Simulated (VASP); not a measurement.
# Y3LuO2 (P4mm) in VASP: further runs

Y3LuO2 is run at these levels: PBE; tasks: relaxation of cell and atoms, single point.

Program: VASP 6.6.1. These are calculated values, not measurements. Logs are shortened: lines on timing, memory, paths and dates and some standing lists are left out, and cuts for length are marked.

**1. The cell of the first run**

The structure is tetragonal, space group P4mm (No. 99). The conventional cell has a = 4.551 Å, b = 4.551 Å, c = 6.450 Å, α = 90.00°, β = 90.00°, γ = 90.00°. Y (site symmetry 2mm) has 4 O at 2.35 Å and 4 Y at 3.22 Å within 3.3 Å. Y (site symmetry 4mm) has 1 O at 2.20 Å within 2.9 Å. Within 2.9 Å of Lu (site symmetry 4mm) lie 1 O at 2.16 Å. Within 2.9 Å of O (site symmetry 4mm) lie 1 Lu at 2.16 Å and 4 Y at 2.35 Å. Within 2.9 Å of O (site symmetry 4mm) lie 5 Y at 2.20 to 2.35 Å.

The cell was generated, and may not be a known phase.

**2. Relaxation of cell and atoms, PBE**

Input file INCAR:

```
SYSTEM = Y3LuO2
PREC = Accurate
ENCUT = 600
EDIFF = 1E-6
ISMEAR = 0
SIGMA = 0.1
LREAL = .False.
LASPH = .True.
NELM = 80
ALGO = Normal
ISIF = 3
LWAVE = .False.
LCHARG = .False.
GGA = PE
IBRION = 2
NSW = 90
EDIFFG = -0.04
```

Input file KPOINTS:

```
Automatic mesh
0
Gamma
  4 4 4
  0 0 0
```

Input file POSCAR:

```
Y3LuO2
1.0
    4.5511008458      0.0000000000      0.0000000000
    0.0000000000      4.5511008458      0.0000000000
    0.0000000000      0.0000000000      6.4497423331
Y Lu O
3 1 2
Direct
    0.5000000000      0.0000000000      0.9975895974
    0.0000000000      0.5000000000      0.9975895974
    0.0000000000      0.0000000000      0.4307075890
    0.5000000000      0.5000000000      0.5754043573
    0.5000000000      0.5000000000      0.9097047399
    0.0000000000      0.0000000000      0.0890041489
```

Potentials or basis: VASP PAW PBE potentials, release 64 (Y_sv, Lu, O).

Started as:

```console
cat potpaw_PBE.64/Y_sv/POTCAR potpaw_PBE.64/Lu/POTCAR potpaw_PBE.64/O/POTCAR > POTCAR
mpirun -np 1 vasp_std > vasp.out
```

OUTCAR:

```text
SYSTEM = Y3LuO2
   PREC = Accurate
   ENCUT = 600
   EDIFF = 1E-6
   ISMEAR = 0
   LREAL = .False.
   LASPH = .True.
   NELM = 80
   ISIF = 3
   GGA = PE
   IBRION = 2
   NSW = 90
   EDIFFG = -0.04

 ion  position               nearest neighbor table
   1  0.500  0.000  0.998-   5 2.35   5 2.35   6 2.35   6 2.35   2 3.22   2 3.22   2 3.22   2 3.22
                             4 3.55   4 3.55   3 3.60   3 3.60   3 4.31   3 4.31
   2  0.000  0.500  0.998-   5 2.35   5 2.35   6 2.35   6 2.35   1 3.22   1 3.22   1 3.22   1 3.22
                             4 3.55   4 3.55   3 3.60   3 3.60   3 4.31   3 4.31
   3  0.000  0.000  0.431-   6 2.20   4 3.35   4 3.35   4 3.35   4 3.35   1 3.60   1 3.60   2 3.60
                             2 3.60   1 4.31   2 4.31   1 4.31   2 4.31
   4  0.500  0.500  0.575-   5 2.16   3 3.35   3 3.35   3 3.35   3 3.35   1 3.55   2 3.55   2 3.55
                             1 3.55
   5  0.500  0.500  0.910-   4 2.16   2 2.35   1 2.35   1 2.35   2 2.35
   6  0.000  0.000  0.089-   3 2.20   2 2.35   1 2.35   2 2.35   1 2.35

  LATTYP: Found a simple tetragonal cell.
 ALAT       =     4.5511008458
 C/A-ratio  =     1.4171829084

  Lattice vectors:

 A1 = (   4.5511008458,   0.0000000000,   0.0000000000)
 A2 = (   0.0000000000,   4.5511008458,   0.0000000000)
 A3 = (   0.0000000000,   0.0000000000,   6.4497423331)

Analysis of symmetry for initial positions (statically):
=====================================================================
 Subroutine PRICEL returns:
 Original cell was already a primitive cell.

 Routine SETGRP: Setting up the symmetry group for a
 simple tetragonal supercell.

 Subroutine GETGRP returns: Found  8 space group operations
 (whereof  8 operations were pure point group operations)
 out of a pool of 16 trial point group operations.

The static configuration has the point symmetry C_4v.

Analysis of symmetry for dynamics (positions and initial velocities):
=====================================================================
 Subroutine PRICEL returns:
 Original cell was already a primitive cell.

 Routine SETGRP: Setting up the symmetry group for a
 simple tetragonal supercell.

 Subroutine GETGRP returns: Found  8 space group operations
 (whereof  8 operations were pure point group operations)
 out of a pool of 16 trial point group operations.

The dynamic configuration has the point symmetry C_4v.

 Subroutine INISYM returns: Found  8 space group operations
 (whereof  8 operations are pure point group operations),
 and found     1 'primitive' translations

----------------------------------------------------------------------------------------

                                     Primitive cell

  volume of cell :     133.5904

  direct lattice vectors                    reciprocal lattice vectors
     4.551100846  0.000000000  0.000000000     0.219727058  0.000000000  0.000000000
     0.000000000  4.551100846  0.000000000     0.000000000  0.219727058  0.000000000
     0.000000000  0.000000000  6.449742333     0.000000000  0.000000000  0.155044953

  length of vectors
     4.551100846  4.551100846  6.449742333     0.219727058  0.219727058  0.155044953

  position of ions in fractional coordinates (direct lattice)
     0.500000000  0.000000000  0.997589597
     0.000000000  0.500000000  0.997589597
     0.000000000  0.000000000  0.430707589
     0.500000000  0.500000000  0.575404357
     0.500000000  0.500000000  0.909704740
     0.000000000  0.000000000  0.089004149

  ion indices of the primitive-cell ions
   primitive index   ion index
                 1           1
                 2           2
                 3           3
                 4           4
                 5           5
                 6           6

----------------------------------------------------------------------------------------

 KPOINTS: Automatic mesh

Automatic generation of k-mesh.
 Grid dimensions read from file:
 generate k-points for:    4    4    4

 Generating k-lattice:

  Cartesian coordinates                     Fractional coordinates (reciprocal lattice)
     0.054931765  0.000000000  0.000000000     0.250000000  0.000000000  0.000000000
     0.000000000  0.054931765  0.000000000     0.000000000  0.250000000  0.000000000
     0.000000000  0.000000000  0.038761238     0.000000000  0.000000000  0.250000000

  Length of vectors
     0.054931765  0.054931765  0.038761238

  Shift w.r.t. Gamma in fractional coordinates (k-lattice)
     0.000000000  0.000000000  0.000000000

 Subroutine IBZKPT returns following result:
 ===========================================

 Found     18 irreducible k-points:

 Following reciprocal coordinates:
            Coordinates               Weight
  0.000000  0.000000  0.000000      1.000000
  0.250000  0.000000  0.000000      4.000000
  0.500000  0.000000  0.000000      2.000000
  0.250000  0.250000  0.000000      4.000000
  0.500000  0.250000  0.000000      4.000000
  0.500000  0.500000  0.000000      1.000000
[... 10 lines left out ...]
  0.500000  0.250000  0.500000      4.000000
  0.500000  0.500000  0.500000      1.000000
   k-points           NKPTS =     18   k-points in BZ     NKDIM =     18   number of bands    NBANDS=     42
   number of dos      NEDOS =    301   number of ions     NIONS =      6
   total plane-waves  NPLWV =  69984
   dimension x,y,z NGX =    36 NGY =   36 NGZ =   54
   dimension x,y,z NGXF=    72 NGYF=   72 NGZF=  108
   ions per type =               3   1   2
   NGX,Y,Z   is equivalent  to a cutoff of  13.15, 13.15, 13.92 a.u.
   NGXF,Y,Z  is equivalent  to a cutoff of  26.30, 26.30, 27.84 a.u.
 SYSTEM =  Y3LuO2
   PREC   = accura    normal or accurate (medium, high low for compatibility)
   ISTART =      0    job   : 0-new  1-cont  2-samecut
   ICHARG =      2    charge: 1-file 2-atom 10-const
   ISPIN  =      1    spin polarized calculation?
   LNONCOLLINEAR =      F non collinear calculations
   LSORBIT =      F    spin-orbit coupling
   LASPH  =      T    aspherical Exc in radial PAW
   ENCUT  =  600.0 eV  44.10 Ry    6.64 a.u.   9.09  9.09 12.88*2*pi/ulx,y,z
   NELM   =     80;   NELMIN=  2; NELMDL= -5     # of ELM steps
   EDIFF  = 0.1E-05   stopping-criterion for ELM
   LREAL  =      F    real-space projection
   EDIFFG = -.4E-01   stopping-criterion for IOM
   NSW    =     90    number of steps for IOM
   IBRION =      2    ionic relax: 0-MD 1-quasi-New 2-CG
   NFREE  =      1    steps in history (QN), initial steepest desc. (CG)
   ISIF   =      3    stress and relaxation
   ISYM   =      2    0-nonsym 1-usesym 2-fastsym
   POTIM  = 0.5000    time-step for ionic-motion
   TEBEG  =    0.0;   TEEND  =   0.0 temperature during run
   PSTRESS=    0.0 pullay stress
   NELECT =      70.0000    total number of electrons
   NUPDOWN=      -1.0000    fix difference up-down
   EMIN   =  10.00;   EMAX   =-10.00  energy-range for DOS
   EFERMI =   0.00;   METHOD = LEGACY
   ISMEAR =     0;   SIGMA  =   0.10  broadening in eV -4-tet -1-fermi 0-gaus
   EFERMI_NEDOS =   21; number of points for ismear=-14 and -15
   IALGO  =     38    algorithm
   IMIX   =      4    mixing-type and parameters
     AMIX     =   0.40;   BMIX     =  1.00
     AMIX_MAG =   1.60;   BMIX_MAG =  1.00
  volume/ion in A,a.u.               =      22.27       150.25
  Fermi-wavevector in a.u.,A,eV,Ry     =   1.319823  2.494104 23.700440  1.741933
  Thomas-Fermi vector in A             =   2.449694
   LORBIT       =      0    0 simple, 1 ext, 2 COOP (PROOUT), +10 PAW based schemes
   GGA     = PE    functional components
   LHFCALC =     F    Hartree Fock is set to
   AEXX    =    0.0000 exact exchange contribution
   IVDW    =     0    specifies the selected vdW correction
   LEPSILON=     F    determine dielectric tensor
   LRPA    =     F    only Hartree local field effects (RPA)
 conjugate gradient relaxation of ions
 non-spin polarized calculation
 Gauss-broadening in eV      SIGMA  =   0.10
  energy-cutoff  :      600.00
  volume of cell :      133.59
 maximum number of plane-waves:      4504
   NGX = 19   NGY = 19   NGZ = 25

--------------------------------------- Ionic step        1  -------------------------------------------

 number of electron      70.0000015 magnetization

 Free energy of the ion-electron system (eV)
  ---------------------------------------------------
  ext. energy  EPLUGINS =         0.00000000
  ---------------------------------------------------
  free energy    TOTEN  =       -44.89452523 eV

  energy without entropy =      -44.89273008  energy(sigma->0) =      -44.89362766

------------------------ aborting loop because EDIFF is reached ----------------------------------------

  FORCE on cell =-STRESS in cart. coord.  units (eV):
  Direction    XX          YY          ZZ          XY          YZ          ZX
  --------------------------------------------------------------------------------------
  -------------------------------------------------------------------------------------
  Total        0.0265699      0.0265699     -0.1559551      0.0000000      0.0000000      0.0000000
  in kB        0.3186580      0.3186580     -1.8704023      0.0000000      0.0000000      0.0000000
  external PRESSURE =      -0.4110288 kB  Pullay stress =       0.0000000 kB

 VOLUME and BASIS-vectors are now :
 -----------------------------------------------------------------------------
  energy-cutoff  :      600.00
  volume of cell :      133.59
      direct lattice vectors                 reciprocal lattice vectors
     4.551100846  0.000000000  0.000000000     0.219727058  0.000000000  0.000000000
     0.000000000  4.551100846  0.000000000     0.000000000  0.219727058  0.000000000
     0.000000000  0.000000000  6.449742333     0.000000000  0.000000000  0.155044953

 POSITION                                       TOTAL-FORCE (eV/Angst)
 -----------------------------------------------------------------------------------
      2.27555      0.00000      6.43420         0.000000     -0.000000      0.015697
      0.00000      2.27555      6.43420         0.000000     -0.000000      0.015697
      0.00000      0.00000      2.77795         0.000000     -0.000000     -0.071945
      2.27555      2.27555      3.71121        -0.000000      0.000000     -0.049821
      2.27555      2.27555      5.86736         0.000000      0.000000     -0.011104
      0.00000      0.00000      0.57405         0.000000     -0.000000      0.101477
 -----------------------------------------------------------------------------------
    total drift:                                0.000000      0.000000      0.000875
[... 70 lines left out ...]
 POSITION                                       TOTAL-FORCE (eV/Angst)
 -----------------------------------------------------------------------------------
      2.27613      0.00000      6.42546        -0.000000     -0.000000      0.013115
     -0.00000      2.27613      6.42546        -0.000000     -0.000000      0.013115
      4.55226      0.00000      2.76965        -0.000000     -0.000000      0.025299
      2.27613      2.27613      3.70278         0.000000      0.000000     -0.049869
      2.27613      2.27613      5.85794         0.000000      0.000000     -0.010105
     -0.00000      0.00000      0.57903        -0.000000     -0.000000      0.008444
 -----------------------------------------------------------------------------------
    total drift:                                0.000000      0.000000     -0.000708

  FREE ENERGIE OF THE ION-ELECTRON SYSTEM (eV)
  ---------------------------------------------------
  free  energy   TOTEN  =       -44.8951777206 eV

  energy  without entropy=      -44.8935969080  energy(sigma->0) =      -44.89438731

--------------------------------------- Ionic step        4  -------------------------------------------

 number of electron      70.0000014 magnetization

 Free energy of the ion-electron system (eV)
  ---------------------------------------------------
  ext. energy  EPLUGINS =         0.00000000
  ---------------------------------------------------
  free energy    TOTEN  =       -44.89533718 eV

  energy without entropy =      -44.89373847  energy(sigma->0) =      -44.89453783

 E-fermi :   3.5641     XC(G=0): -10.0563

 val. band max:        3.4299917611   @ k =   0.2500   0.0000   0.5000
 cond. band min:       3.6895384159   @ k =   0.2500   0.0000   0.0000
 fundamental gap:      0.2595466548
 Fermi energy:         3.5641003712

 k-point     1 :       0.0000    0.0000    0.0000
  band No.  band energies     occupation
      1     -52.8697      2.00000
      2     -39.3318      2.00000
      3     -39.1537      2.00000
      4     -39.1266      2.00000
      5     -23.6223      2.00000
      6     -23.5724      2.00000
[... 812 lines left out ...]
 VOLUME and BASIS-vectors are now :
 -----------------------------------------------------------------------------
  energy-cutoff  :      600.00
  volume of cell :      133.51
      direct lattice vectors                 reciprocal lattice vectors
     4.552355152  0.000000000  0.000000000     0.219666517  0.000000000  0.000000000
     0.000000000  4.552355152  0.000000000    -0.000000000  0.219666517  0.000000000
    -0.000000000 -0.000000000  6.442276700    -0.000000000  0.000000000  0.155224627

 POSITION                                       TOTAL-FORCE (eV/Angst)
 -----------------------------------------------------------------------------------
      2.27618      4.55236      6.42846        -0.000000     -0.000000      0.007550
     -0.00000      2.27618      6.42846        -0.000000     -0.000000      0.007550
     -0.00000      4.55236      2.77119        -0.000000     -0.000000      0.018693
      2.27618      2.27618      3.70108         0.000000      0.000000     -0.013775
      2.27618      2.27618      5.85932         0.000000      0.000000     -0.021246
     -0.00000      4.55236      0.58060        -0.000000     -0.000000      0.001228
 -----------------------------------------------------------------------------------
    total drift:                                0.000000      0.000000     -0.000928

  FREE ENERGIE OF THE ION-ELECTRON SYSTEM (eV)
  ---------------------------------------------------
  free  energy   TOTEN  =       -44.8953371825 eV

  energy  without entropy=      -44.8937384705  energy(sigma->0) =      -44.89453783

 reached required accuracy - stopping structural energy minimisation
```

Wall time 3.1 min (1 thread of Intel Xeon 6975P-C (Granite Rapids), shared host); peak memory 0.36 GiB.

Results:

```yaml
Free_energy: -44.8953 eV
Relaxed_volume: 22.25 Å³/atom
Relaxed_cell: a = 4.552 Å, b = 4.552 Å, c = 6.442 Å, α = 90.00°, β = 90.00°, γ = 90.00°
Space_group_after_relaxing_to_0.1_Å: P4mm (No. 99)
Energy_gained_by_relaxing: 0.1 meV/atom
Ionic_steps: 4
Pressure_after_relaxing: 0.0 GPa
Largest_force_after_relaxing: 0.021 eV/Å
Band_gap_on_the_k_mesh: 0.26 eV (least direct gap 0.39 eV)
```

Forces on the atoms (eV/Å):
```
Y    0.000  0.000  0.008
Y    0.000  0.000  0.008
Y    0.000  0.000  0.019
Lu   0.000  0.000 -0.014
O    0.000  0.000 -0.021
O    0.000  0.000  0.001
```

Step by step:
```tsv
step	energy change (eV)	largest force (eV/Å)	pressure (GPa)	volume (Å³)
1	0.0000	0.1015	-0.04	133.59
2	-0.0006	0.0500	0.03	133.48
3	-0.0007	0.0499	0.03	133.46
4	-0.0008	0.0212	0.05	133.51
```

Final structure:
```
Y Lu O
1.0
     4.55236    0.00000    0.00000
     0.00000    4.55236    0.00000
     0.00000    0.00000    6.44228
Y Lu O
3 1 2
Cartesian
  2.2762 4.5524 6.4285
  0.0000 2.2762 6.4285
  0.0000 4.5524 2.7712
  2.2762 2.2762 3.7011
  2.2762 2.2762 5.8593
  0.0000 4.5524 0.5806
```

Caveat: semilocal functionals underestimate gaps, and a narrow one can read as zero; spin-orbit coupling is left out, which moves the levels of the heavy elements.

(Continued in part 2 of 2.)
